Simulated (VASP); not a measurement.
# NaI (Fm-3m) in VASP: further runs

NaI is run at these levels: PBE; tasks: single point.

Program: VASP 6.6.1. These are calculated values, not measurements. Logs are shortened: lines on timing, memory, paths and dates and some standing lists are left out, and cuts for length are marked.

## (1) The cell of the first run

Symmetry: Fm-3m, No. 225, cubic system. The conventional cell has a = 5.451 Å, b = 5.451 Å, c = 5.451 Å, α = 90.00°, β = 90.00°, γ = 90.00°. Na (site symmetry m-3m) has 6 I at 2.73 Å within 3.6 Å. Within 3.6 Å of I (site symmetry m-3m) lie 6 Na at 2.73 Å.

## (2) Single point, PBE

Input file INCAR:

```
SYSTEM = NaI
PREC = Accurate
ENCUT = 500
EDIFF = 1E-6
ISMEAR = 0
SIGMA = 0.01
LREAL = .FALSE.
LASPH = .TRUE.
NELM = 120
ALGO = Normal
ISIF = 2
LWAVE = .FALSE.
LCHARG = .TRUE.
GGA = PE
LELF = .TRUE.
LVHAR = .TRUE.
NBANDS = 14
GGA_COMPAT = .FALSE.
```

Input file KPOINTS:

```
Automatic mesh
0
G
  3 3 3
  0 0 0
```

Input file POSCAR:

```
NaI
1.0
    0.0000000000      2.7253065100      2.7253065100
    2.7253065100      0.0000000000      2.7253065100
    2.7253065100      2.7253065100      0.0000000000
Na I
1 1
Direct
    0.0000000000      0.0000000000      0.0000000000
    0.5000000000      0.5000000000      0.5000000000
```

Potentials or basis: VASP PAW PBE potentials, release 64 (Na_pv, I).

Command:

```bash
$ cat potpaw_PBE.64/Na_pv/POTCAR potpaw_PBE.64/I/POTCAR > POTCAR
$ mpirun -np 1 vasp_std > vasp.out
```

OUTCAR:

```text
SYSTEM = NaI
   PREC = Accurate
   ENCUT = 500
   EDIFF = 1E-6
   ISMEAR = 0
   LREAL = .FALSE.
   LASPH = .TRUE.
   NELM = 120
   ISIF = 2
   GGA = PE

 ion  position               nearest neighbor table
   1  0.000  0.000  0.000-   2 2.73   2 2.73   2 2.73   2 2.73   2 2.73   2 2.73
   2  0.500  0.500  0.500-   1 2.73   1 2.73   1 2.73   1 2.73   1 2.73   1 2.73

  LATTYP: Found a face centered cubic cell.
 ALAT       =     5.4506130200

  Lattice vectors:

 A1 = (   0.0000000000,   2.7253065100,   2.7253065100)
 A2 = (   2.7253065100,   0.0000000000,   2.7253065100)
 A3 = (   2.7253065100,   2.7253065100,   0.0000000000)

Analysis of symmetry for initial positions (statically):
=====================================================================
 Subroutine PRICEL returns:
 Original cell was already a primitive cell.

 Routine SETGRP: Setting up the symmetry group for a
 face centered cubic supercell.

 Subroutine GETGRP returns: Found 48 space group operations
 (whereof 48 operations were pure point group operations)
 out of a pool of 48 trial point group operations.

The static configuration has the point symmetry O_h .

Analysis of symmetry for dynamics (positions and initial velocities):
=====================================================================
 Subroutine PRICEL returns:
 Original cell was already a primitive cell.

 Routine SETGRP: Setting up the symmetry group for a
 face centered cubic supercell.

 Subroutine GETGRP returns: Found 48 space group operations
 (whereof 48 operations were pure point group operations)
 out of a pool of 48 trial point group operations.

The dynamic configuration has the point symmetry O_h .

 Subroutine INISYM returns: Found 48 space group operations
 (whereof 48 operations are pure point group operations),
 and found     1 'primitive' translations

----------------------------------------------------------------------------------------

                                     Primitive cell

  volume of cell :      40.4833

  direct lattice vectors                    reciprocal lattice vectors
     0.000000000  2.725306510  2.725306510    -0.183465602  0.183465602  0.183465602
     2.725306510  0.000000000  2.725306510     0.183465602 -0.183465602  0.183465602
     2.725306510  2.725306510  0.000000000     0.183465602  0.183465602 -0.183465602

  length of vectors
     3.854165428  3.854165428  3.854165428     0.317771744  0.317771744  0.317771744

  position of ions in fractional coordinates (direct lattice)
     0.000000000  0.000000000  0.000000000
     0.500000000  0.500000000  0.500000000
[... 67 lines left out ...]
   NELECT =      14.0000    total number of electrons
   NUPDOWN=      -1.0000    fix difference up-down
   EMIN   =  10.00;   EMAX   =-10.00  energy-range for DOS
   EFERMI =   0.00;   METHOD = LEGACY
   ISMEAR =     0;   SIGMA  =   0.01  broadening in eV -4-tet -1-fermi 0-gaus
   EFERMI_NEDOS =   21; number of points for ismear=-14 and -15
   IALGO  =     38    algorithm
   IMIX   =      4    mixing-type and parameters
     AMIX     =   0.40;   BMIX     =  1.00
     AMIX_MAG =   1.60;   BMIX_MAG =  1.00
  volume/ion in A,a.u.               =      20.24       136.60
  Fermi-wavevector in a.u.,A,eV,Ry     =   1.149103  2.171489 17.965635  1.320437
  Thomas-Fermi vector in A             =   2.285774
   LORBIT       =      0    0 simple, 1 ext, 2 COOP (PROOUT), +10 PAW based schemes
   GGA     = PE    functional components
   LHFCALC =     F    Hartree Fock is set to
   AEXX    =    0.0000 exact exchange contribution
   IVDW    =     0    specifies the selected vdW correction
   LEPSILON=     F    determine dielectric tensor
   LRPA    =     F    only Hartree local field effects (RPA)
 non-spin polarized calculation
 Gauss-broadening in eV      SIGMA  =   0.01
  energy-cutoff  :      500.00
  volume of cell :       40.48
 maximum number of plane-waves:      1031
   NGX = 13   NGY = 13   NGZ = 13

 number of electron      14.0000001 magnetization

 Free energy of the ion-electron system (eV)
  ---------------------------------------------------
  ext. energy  EPLUGINS =         0.00000000
  ---------------------------------------------------
  free energy    TOTEN  =        -3.58825312 eV

  energy without entropy =       -3.58825312  energy(sigma->0) =       -3.58825312

 E-fermi :   6.0176     XC(G=0):  -9.9478

 val. band max:        5.9492615673   @ k =   0.0000   0.0000   0.0000
 cond. band min:      10.3011510986   @ k =   0.3333   0.3333   0.0000
 fundamental gap:      4.3518895313
 Fermi energy:         6.0176397385

 k-point     1 :       0.0000    0.0000    0.0000
  band No.  band energies     occupation
      1     -16.8754      2.00000
      2     -16.8754      2.00000
      3     -16.8754      2.00000
      4      -7.3423      2.00000
      5       5.9493      2.00000
      6       5.9493      2.00000
      7       5.9493      2.00000
      8      11.8261      0.00000
      9      13.3523      0.00000
     10      13.3523      0.00000
     11      13.3523      0.00000
     12      15.9947      0.00000
     13      16.2762      0.00000
     14      16.2762      0.00000
[... 37 lines left out ...]
      1     -16.9153      2.00000
      2     -16.9062      2.00000
      3     -16.8826      2.00000
      4      -5.8235      2.00000
      5       2.2989      2.00000
      6       2.4747      2.00000
      7       4.6064      2.00000
      8      11.1918      0.00000
      9      14.6005      0.00000
     10      15.4593      0.00000
     11      15.9252      0.00000
     12      17.3134      0.00000
     13      17.8975      0.00000
     14      22.5240      0.00000

------------------------ aborting loop because EDIFF is reached ----------------------------------------

  FORCE on cell =-STRESS in cart. coord.  units (eV):
  Direction    XX          YY          ZZ          XY          YZ          ZX
  --------------------------------------------------------------------------------------
  -------------------------------------------------------------------------------------
  Total        7.9533521      7.9533521      7.9533521     -0.0000000      0.0000000     -0.0000000
  in kB      314.7637678    314.7637678    314.7637678     -0.0000000      0.0000000     -0.0000000
  external PRESSURE =     314.7637678 kB  Pullay stress =       0.0000000 kB

 VOLUME and BASIS-vectors are now :
 -----------------------------------------------------------------------------
  energy-cutoff  :      500.00
  volume of cell :       40.48
      direct lattice vectors                 reciprocal lattice vectors
     0.000000000  2.725306510  2.725306510    -0.183465602  0.183465602  0.183465602
     2.725306510  0.000000000  2.725306510     0.183465602 -0.183465602  0.183465602
     2.725306510  2.725306510  0.000000000     0.183465602  0.183465602 -0.183465602

 POSITION                                       TOTAL-FORCE (eV/Angst)
 -----------------------------------------------------------------------------------
      0.00000      0.00000      0.00000         0.000000      0.000000     -0.000000
      2.72531      2.72531      2.72531        -0.000000     -0.000000      0.000000
 -----------------------------------------------------------------------------------
    total drift:                                0.000000      0.000000      0.000000

  FREE ENERGIE OF THE ION-ELECTRON SYSTEM (eV)
  ---------------------------------------------------
  free  energy   TOTEN  =        -3.5882531226 eV

  energy  without entropy=       -3.5882531226  energy(sigma->0) =       -3.58825312
```

Run time: 9.7 s. Hardware: 1 thread of AMD EPYC 7R13, shared host; peak memory 0.12 GiB.

Results:

```yaml
Free_energy: -3.5883 eV
Pressure: 31.5 GPa
Band_gap_on_the_k_mesh: 4.35 eV, indirect (least direct gap 5.81 eV)
```

Caveat: the k points lie up to 0.67 Å⁻¹ apart; spin-orbit coupling is left out, which moves the levels of the heavy elements.

## (3) Single point, PBE

This run uses another cell than the first one, of 22.83 Å³/atom, 1.128 times its volume.

Input file INCAR:

```
PREC = Accurate
ENCUT = 500
EDIFF = 1E-6
ISMEAR = 0
SIGMA = 0.01
LREAL = False
LASPH = True
NELM = 120
ALGO = Normal
ISIF = 2
LWAVE = False
LCHARG = True
GGA = PE
LELF = True
LVHAR = True
NBANDS = 14
GGA_COMPAT = False
```

Input file KPOINTS:

```
regular mesh
0
Gamma
  3 3 3
```

Input file POSCAR:

```
NaI
1.0
    0.0000000000      2.8366648300      2.8366648300
    2.8366648300      0.0000000000      2.8366648300
    2.8366648300      2.8366648300      0.0000000000
Na I
1 1
Direct
    0.0000000000      0.0000000000      0.0000000000
    0.5000000000      0.5000000000      0.5000000000
```

Potentials or basis: VASP PAW PBE potentials, release 64 (Na_pv, I).

Command:

```bash
$ cat potpaw_PBE.64/Na_pv/POTCAR potpaw_PBE.64/I/POTCAR > POTCAR
$ mpirun -np 1 vasp_std > vasp.out
```

Wall time 10 s (1 thread of AMD EPYC 7R13, shared host); peak memory 0.13 GiB.

It converged, with:

| Property | Result |
| --- | --- |
| Free energy | -4.3786 eV |
| Pressure | 18.7 GPa |
| Band gap on the k mesh | 4.87 eV, indirect (least direct gap 5.16 eV) |

Levels at points of the mesh, in eV from the valence-band top:
```
           k point  band 5  band 6  band 7  band 8  band 9  band 10
(0.00, 0.00, 0.00)    0.00    0.00    0.00    5.16    7.63     7.63
```

Caveat: the k points lie up to 0.64 Å⁻¹ apart; spin-orbit coupling is left out, which moves the levels of the heavy elements. A k mesh can miss the band edges.
